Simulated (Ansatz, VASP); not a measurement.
**Ni3RuN3 in VASP and in Ansatz**

```
Ni Ru N
1.0
     3.74358    0.00000    0.00000
     0.00000    3.74358    0.00000
     0.00000    0.00000    5.14826
Ni Ru N
3 1 3
Cartesian
  0.0000 1.8718 2.3505
  1.8718 0.0000 2.3505
  1.8718 1.8718 4.2349
  0.0000 0.0000 0.2175
  0.0000 1.8718 4.3439
  1.8718 0.0000 4.3439
  0.0000 0.0000 2.0913
```

Alike in both runs: functional PBE; k mesh 8 × 8 × 6; occupations gaussian, width 0.1 eV; no spin polarisation.

Ansatz relaxed the structure, and its values are those at the end. VASP's run is a single point on that final structure, the one shown.

|  | VASP | Ansatz |
| --- | --- | --- |
| version | VASP 6.6.1 | Ansatz 0.2.0 |
| potentials or method | VASP PAW PBE potentials, release 64 (Ni, Ru_pv, N), cutoff 520 eV | scalar-relativistic, plane waves, PAW |
| valence electrons in the cell | 59 | 85 |

Ansatz gave:

```
gap on the k mesh at the Fermi level (eV) : none
pressure (GPa)                            : 0.0
rms of the force components (eV/Å)        : 0.001
```

**Question.** Which values does VASP return?

**Answer.** gap on the k mesh at the Fermi level (eV): none; pressure (GPa): 0.3; rms of the force components (eV/Å): 0.019.

A gap of «none» marks a metal or a gap that the smearing closes. VASP's potentials hold 59 valence electrons a cell and Ansatz's 85, so a difference there can come from the potentials and not from the codes.
